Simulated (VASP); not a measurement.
# GePt (P4/mmm) in VASP: notebook

The runs below take GePt through single point, relaxation of cell and atoms, with PBE.

Program: VASP 6.6.1. These are calculated values, not measurements. Logs are shortened: lines on timing, memory, paths and dates and some standing lists are left out, and cuts for length are marked.

**1. The cell of the first run**

It takes space group P4/mmm (No. 123, tetragonal). The conventional cell has a = 3.113 Å, b = 3.113 Å, c = 3.337 Å, α = 90.00°, β = 90.00°, γ = 90.00°. Within 3.6 Å of Ge (site symmetry 4/mmm) lie 8 Pt at 2.76 Å and 6 Ge at 3.11 to 3.34 Å. Pt (site symmetry 4/mmm) has 8 Ge at 2.76 Å and 6 Pt at 3.11 to 3.34 Å within 3.6 Å.

**2. Single point, PBE**

INCAR reads:

```
ALGO = Normal
EDIFF = 1E-7
ENCUT = 520
GGA = PE
ISIF = 2
ISMEAR = 0
LASPH = T
LCHARG = F
LREAL = F
LWAVE = F
NBANDS = 19
NELM = 60
PREC = Accurate
SIGMA = 0.1
```

KPOINTS reads:

```
k-points
0
Gamma
  6 6 4
```

POSCAR reads:

```
GePt
1.0
    3.1126906205      0.0000000000      0.0000000000
    0.0000000000      3.1126906205      0.0000000000
    0.0000000000      0.0000000000      3.3373302500
Ge Pt
1 1
Direct
    0.5000000000      0.5000000000      0.5000000000
    0.0000000000      0.0000000000      0.0000000000
```

Potentials or basis: VASP PAW PBE potentials, release 64 (Ge_d, Pt).

Launch:

```bash
$ cat potpaw_PBE.64/Ge_d/POTCAR potpaw_PBE.64/Pt/POTCAR > POTCAR
$ mpirun -np 1 vasp_std > vasp.out
```

OUTCAR:

```text
EDIFF = 1E-7
   ENCUT = 520
   GGA = PE
   ISIF = 2
   ISMEAR = 0
   LASPH = T
   LREAL = F
   NELM = 60
   PREC = Accurate

 ion  position               nearest neighbor table
   1  0.500  0.500  0.500-   2 2.76   2 2.76   2 2.76   2 2.76   2 2.76   2 2.76   2 2.76   2 2.76

   2  0.000  0.000  0.000-   1 2.76   1 2.76   1 2.76   1 2.76   1 2.76   1 2.76   1 2.76   1 2.76

  LATTYP: Found a simple tetragonal cell.
 ALAT       =     3.1126906205
 C/A-ratio  =     1.0721689551

  Lattice vectors:

 A1 = (   3.1126906205,   0.0000000000,   0.0000000000)
 A2 = (   0.0000000000,   3.1126906205,   0.0000000000)
 A3 = (   0.0000000000,   0.0000000000,   3.3373302500)

Analysis of symmetry for initial positions (statically):
=====================================================================
 Subroutine PRICEL returns:
 Original cell was already a primitive cell.

 Routine SETGRP: Setting up the symmetry group for a
 simple tetragonal supercell.

 Subroutine GETGRP returns: Found 16 space group operations
 (whereof 16 operations were pure point group operations)
 out of a pool of 16 trial point group operations.

The static configuration has the point symmetry D_4h.

Analysis of symmetry for dynamics (positions and initial velocities):
=====================================================================
 Subroutine PRICEL returns:
 Original cell was already a primitive cell.

 Routine SETGRP: Setting up the symmetry group for a
 simple tetragonal supercell.

 Subroutine GETGRP returns: Found 16 space group operations
 (whereof 16 operations were pure point group operations)
 out of a pool of 16 trial point group operations.

The dynamic configuration has the point symmetry D_4h.

 Subroutine INISYM returns: Found 16 space group operations
 (whereof 16 operations are pure point group operations),
 and found     1 'primitive' translations

----------------------------------------------------------------------------------------

                                     Primitive cell

  volume of cell :      32.3349

  direct lattice vectors                    reciprocal lattice vectors
     3.112690621  0.000000000  0.000000000     0.321265465  0.000000000  0.000000000
     0.000000000  3.112690621  0.000000000     0.000000000  0.321265465  0.000000000
     0.000000000  0.000000000  3.337330250     0.000000000  0.000000000  0.299640708

  length of vectors
     3.112690621  3.112690621  3.337330250     0.321265465  0.321265465  0.299640708

  position of ions in fractional coordinates (direct lattice)
     0.500000000  0.500000000  0.500000000
     0.000000000  0.000000000  0.000000000

  ion indices of the primitive-cell ions
   primitive index   ion index
                 1           1
                 2           2

----------------------------------------------------------------------------------------

 KPOINTS: k-points

Automatic generation of k-mesh.
 Grid dimensions read from file:
 generate k-points for:    6    6    4

 Generating k-lattice:

  Cartesian coordinates                     Fractional coordinates (reciprocal lattice)
     0.053544244  0.000000000  0.000000000     0.166666667  0.000000000  0.000000000
     0.000000000  0.053544244  0.000000000     0.000000000  0.166666667  0.000000000
     0.000000000  0.000000000  0.074910177     0.000000000  0.000000000  0.250000000

  Length of vectors
     0.053544244  0.053544244  0.074910177

  Shift w.r.t. Gamma in fractional coordinates (k-lattice)
     0.000000000  0.000000000  0.000000000

 Subroutine IBZKPT returns following result:
 ===========================================

 Found     30 irreducible k-points:

 Following reciprocal coordinates:
            Coordinates               Weight
  0.000000  0.000000  0.000000      1.000000
  0.166667  0.000000  0.000000      4.000000
  0.333333  0.000000  0.000000      4.000000
  0.500000  0.000000  0.000000      2.000000
  0.166667  0.166667  0.000000      4.000000
  0.333333  0.166667  0.000000      8.000000
[... 16 lines left out ...]
  0.333333  0.000000  0.500000      4.000000
  0.500000  0.000000  0.500000      2.000000
 [... further k-points ...]
   k-points           NKPTS =     30   k-points in BZ     NKDIM =     30   number of bands    NBANDS=     19
   number of dos      NEDOS =    301   number of ions     NIONS =      2
   total plane-waves  NPLWV =  16128
   dimension x,y,z NGX =    24 NGY =   24 NGZ =   28
   dimension x,y,z NGXF=    48 NGYF=   48 NGZF=   56
   ions per type =               1   1
   NGX,Y,Z   is equivalent  to a cutoff of  12.82, 12.82, 13.95 a.u.
   NGXF,Y,Z  is equivalent  to a cutoff of  25.64, 25.64, 27.90 a.u.
 SYSTEM =  unknown system
   PREC   = accura    normal or accurate (medium, high low for compatibility)
   ISTART =      0    job   : 0-new  1-cont  2-samecut
   ICHARG =      2    charge: 1-file 2-atom 10-const
   ISPIN  =      1    spin polarized calculation?
   LNONCOLLINEAR =      F non collinear calculations
   LSORBIT =      F    spin-orbit coupling
   LASPH  =      T    aspherical Exc in radial PAW
   ENCUT  =  520.0 eV  38.22 Ry    6.18 a.u.   5.79  5.79  6.21*2*pi/ulx,y,z
   NELM   =     60;   NELMIN=  2; NELMDL= -5     # of ELM steps
   EDIFF  = 0.1E-06   stopping-criterion for ELM
   LREAL  =      F    real-space projection
   EDIFFG = 0.1E-05   stopping-criterion for IOM
   NSW    =      0    number of steps for IOM
   IBRION =     -1    ionic relax: 0-MD 1-quasi-New 2-CG
   NFREE  =      0    steps in history (QN), initial steepest desc. (CG)
   ISIF   =      2    stress and relaxation
   ISYM   =      2    0-nonsym 1-usesym 2-fastsym
   POTIM  = 0.5000    time-step for ionic-motion
   TEBEG  =    0.0;   TEEND  =   0.0 temperature during run
   PSTRESS=    0.0 pullay stress
   NELECT =      24.0000    total number of electrons
   NUPDOWN=      -1.0000    fix difference up-down
   EMIN   =  10.00;   EMAX   =-10.00  energy-range for DOS
   EFERMI =   0.00;   METHOD = LEGACY
   ISMEAR =     0;   SIGMA  =   0.10  broadening in eV -4-tet -1-fermi 0-gaus
   EFERMI_NEDOS =   21; number of points for ismear=-14 and -15
   IALGO  =     38    algorithm
   IMIX   =      4    mixing-type and parameters
     AMIX     =   0.40;   BMIX     =  1.00
     AMIX_MAG =   1.60;   BMIX_MAG =  1.00
  volume/ion in A,a.u.               =      16.17       109.10
  Fermi-wavevector in a.u.,A,eV,Ry     =   1.482250  2.801047 29.892897  2.197066
  Thomas-Fermi vector in A             =   2.596060
   LORBIT       =      0    0 simple, 1 ext, 2 COOP (PROOUT), +10 PAW based schemes
   GGA     = PE    functional components
   LHFCALC =     F    Hartree Fock is set to
   AEXX    =    0.0000 exact exchange contribution
   IVDW    =     0    specifies the selected vdW correction
   LEPSILON=     F    determine dielectric tensor
   LRPA    =     F    only Hartree local field effects (RPA)
 non-spin polarized calculation
 Gauss-broadening in eV      SIGMA  =   0.10
  energy-cutoff  :      520.00
  volume of cell :       32.33
 maximum number of plane-waves:       896
 NGX is ok and might be reduce to    24
   NGX = 11   NGY = 11   NGZ = 13

 number of electron      24.0000010 magnetization

 Free energy of the ion-electron system (eV)
  ---------------------------------------------------
  ext. energy  EPLUGINS =         0.00000000
  ---------------------------------------------------
  free energy    TOTEN  =       -10.82990259 eV

  energy without entropy =      -10.82306825  energy(sigma->0) =      -10.82648542

 E-fermi :   9.3388     XC(G=0): -12.5739

 val. band max:        9.3214985634   @ k =   0.5000   0.5000   0.0000
 cond. band min:       9.4862123777   @ k =   0.5000   0.0000   0.5000
 fundamental gap:      0.1647138142
 Fermi energy:         9.3387712823

 k-point     1 :       0.0000    0.0000    0.0000
  band No.  band energies     occupation
      1     -15.4861      2.00000
      2     -15.4597      2.00000
      3     -15.4213      2.00000
      4     -15.4204      2.00000
      5     -15.4204      2.00000
      6      -3.2878      2.00000
[... 11 lines left out ...]
     18      25.8222      0.00000
     19      26.7884      0.00000

 k-point     2 :       0.1667    0.0000    0.0000
  band No.  band energies     occupation
      1     -15.4758      2.00000
      2     -15.4525      2.00000
      3     -15.4258      2.00000
      4     -15.4250      2.00000
      5     -15.4195      2.00000
      6      -2.8227      2.00000
[... 11 lines left out ...]
     18      24.0560      0.00000
     19      25.6362      0.00000

 k-point     3 :       0.3333    0.0000    0.0000
  band No.  band energies     occupation
      1     -15.4664      2.00000
      2     -15.4348      2.00000
      3     -15.4342      2.00000
      4     -15.4268      2.00000
      5     -15.4176      2.00000
      6      -1.4936      2.00000
[... 11 lines left out ...]
     18      21.2668      0.00000
     19      21.8741      0.00000

 k-point     4 :       0.5000    0.0000    0.0000
  band No.  band energies     occupation
      1     -15.4640      2.00000
      2     -15.4393      2.00000
      3     -15.4387      2.00000
      4     -15.4166      2.00000
      5     -15.4117      2.00000
      6       0.0026      2.00000
[... 11 lines left out ...]
     18      18.6888      0.00000
     19      19.6447      0.00000

 k-point     5 :       0.1667    0.1667    0.0000
  band No.  band energies     occupation
      1     -15.4613      2.00000
      2     -15.4497      2.00000
      3     -15.4312      2.00000
      4     -15.4259      2.00000
      5     -15.4232      2.00000
      6      -2.3758      2.00000
[... 11 lines left out ...]
     18      22.1356      0.00000
     19      23.3115      0.00000
[... 334 lines left out ...]
      2     -15.4272      2.00000
      3     -15.4272      2.00000
      4     -15.4243      2.00000
      5     -15.4193      2.00000
      6      -0.6016      2.00000
[... 11 lines left out ...]
     18      19.3524      0.00000
     19      19.8096      0.00000

 k-point    22 :       0.1667    0.0000    0.5000
  band No.  band energies     occupation
      1     -15.4721      2.00000
      2     -15.4352      2.00000
      3     -15.4278      2.00000
      4     -15.4252      2.00000
      5     -15.4184      2.00000
      6      -0.4283      2.00000
[... 11 lines left out ...]
     18      21.3868      0.00000
     19      22.8147      0.00000

 k-point    23 :       0.3333    0.0000    0.5000
  band No.  band energies     occupation
      1     -15.4572      2.00000
      2     -15.4511      2.00000
      3     -15.4369      2.00000
      4     -15.4291      2.00000
      5     -15.4000      2.00000
      6      -0.0314      2.00000
[... 11 lines left out ...]
     18      22.8865      0.00000
     19      24.0707      0.00000

 k-point    24 :       0.5000    0.0000    0.5000
  band No.  band energies     occupation
      1     -15.4589      2.00000
      2     -15.4526      2.00000
      3     -15.4428      2.00000
      4     -15.4297      2.00000
      5     -15.3879      2.00000
      6       0.2007      2.00000
[... 11 lines left out ...]
     18      22.4669      0.00000
     19      25.6013      0.00000

 [... further k-points ...]

------------------------ aborting loop because EDIFF is reached ----------------------------------------

  FORCE on cell =-STRESS in cart. coord.  units (eV):
  Direction    XX          YY          ZZ          XY          YZ          ZX
  --------------------------------------------------------------------------------------
  -------------------------------------------------------------------------------------
  Total       -0.0018131     -0.0018131     -0.0103913      0.0000000      0.0000000      0.0000000
  in kB       -0.0898388     -0.0898388     -0.5148859      0.0000000      0.0000000      0.0000000
  external PRESSURE =      -0.2315212 kB  Pullay stress =       0.0000000 kB

 VOLUME and BASIS-vectors are now :
 -----------------------------------------------------------------------------
  energy-cutoff  :      520.00
  volume of cell :       32.33
      direct lattice vectors                 reciprocal lattice vectors
     3.112690621  0.000000000  0.000000000     0.321265465  0.000000000  0.000000000
     0.000000000  3.112690621  0.000000000     0.000000000  0.321265465  0.000000000
     0.000000000  0.000000000  3.337330250     0.000000000  0.000000000  0.299640708

 POSITION                                       TOTAL-FORCE (eV/Angst)
 -----------------------------------------------------------------------------------
      1.55635      1.55635      1.66867         0.000000      0.000000      0.000000
      0.00000      0.00000      0.00000         0.000000      0.000000      0.000000
 -----------------------------------------------------------------------------------
    total drift:                                0.000000      0.000000     -0.000000

  FREE ENERGIE OF THE ION-ELECTRON SYSTEM (eV)
  ---------------------------------------------------
  free  energy   TOTEN  =       -10.8299025913 eV

  energy  without entropy=      -10.8230682529  energy(sigma->0) =      -10.82648542
```

Wall time 20 s (1 thread of AMD EPYC 7R43 (Zen 3), shared host); peak memory 0.12 GiB.

Results:

| Property | Result |
| --- | --- |
| Free energy | -10.8299 eV |
| Pressure | 0.0 GPa |
| Band gap on the k mesh | zero (band 12 reaches 12.01 eV, above the bottom of band 13 at 8.51 eV) |

Levels at points of the mesh, in eV from the Fermi level:
```tsv
k point	band 9	band 10	band 11	band 12	band 13	band 14	band 15	band 16
(0.00, 0.00, 0.00)	-2.14	-2.14	-1.86	0.91	2.60	2.60	4.45	10.20
(0.50, 0.00, 0.00)	-4.08	-3.40	-2.02	-0.47	6.43	6.91	7.18	8.40
(0.50, 0.50, 0.00)	-3.61	-3.19	-3.19	-0.82	-0.02	1.83	4.47	10.48
(0.00, 0.00, 0.50)	-3.42	-3.42	-1.80	-1.37	6.96	6.96	7.82	8.50
(0.50, 0.00, 0.50)	-3.66	-2.85	-2.70	-1.24	0.15	1.09	5.60	11.71
(0.50, 0.50, 0.50)	-5.22	-1.20	-0.78	2.67	2.73	2.73	3.94	3.94
```

Caveat: the k points lie up to 0.47 Å⁻¹ apart; spin-orbit coupling is left out, which moves the levels of the heavy elements.

[end of part 1 of 2]
